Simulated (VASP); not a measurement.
Wanted: the native input for a VASP 6.6.1 run.

```yaml
Task: single point
Functional: PBE
Potentials_or_basis: VASP PAW PBE potentials, release 64 (Zr_sv, Si, O)
Cutoff: 520 eV
k_mesh: 6 × 6 × 6
Occupations: gaussian, width 0.1 eV
Spin: collinear spin
Starting_moments: "[1.0, 1.0, 1.0, 0.0, 0.0] μB"
Dipole_correction: no
Further_INCAR_settings: ALGO = Normal; EDIFF = 1e-06; NBANDS = 35
```

The structure of Zr3SiO lies in POSCAR:

```
Zr3SiO
1.0
    3.0458629696      1.7585298054      2.6427462426
   -3.0458629696      1.7585298054      2.6427462426
    0.0000000000     -3.5170596108      2.6427462426
Zr Si O
3 1 1
Direct
    0.0000000000      0.0000000000      0.5000000000
    0.5000000000      0.0000000000      0.0000000000
    0.0000000000      0.5000000000      0.0000000000
    0.5000000000      0.5000000000      0.5000000000
    0.0000000000      0.0000000000      0.0000000000
```

The cell was generated, and may not be a known phase.

These files were run (other wordings do the same):

INCAR

```
  PREC = Accurate
  ENCUT = 520
  EDIFF = 1E-6
  ISMEAR = 0
  SIGMA = 0.1
  LREAL = False
  LASPH = True
  NELM = 150
  ALGO = Normal
  ISIF = 2
  LWAVE = False
  LCHARG = False
  ISPIN = 2
  MAGMOM = 1 1 1 0 0
  LORBIT = 11
  LMAXMIX = 4
  GGA = PE
  NBANDS = 35
```

KPOINTS

```
Automatic mesh
0
Gamma
  6 6 6
```

Potentials or basis: VASP PAW PBE potentials, release 64 (Zr_sv, Si, O).

Command:

```bash
$ cat potpaw_PBE.64/Zr_sv/POTCAR potpaw_PBE.64/Si/POTCAR potpaw_PBE.64/O/POTCAR > POTCAR
$ mpirun -np 1 vasp_std > vasp.out
```

It gave:

```
Pressure                                              : 0.3 GPa
Band gap on the k mesh                                : zero (filled and empty bands overlap)
Net moment                                            : 0.00 μB per cell
Valence electrons inside the program's atomic spheres : Zr 9.92; Si 1.55; O 5.10
```

Wall time 3.7 min on 1 thread of Intel Xeon 8259CL, with other jobs on the host, peak memory 0.33 GiB.
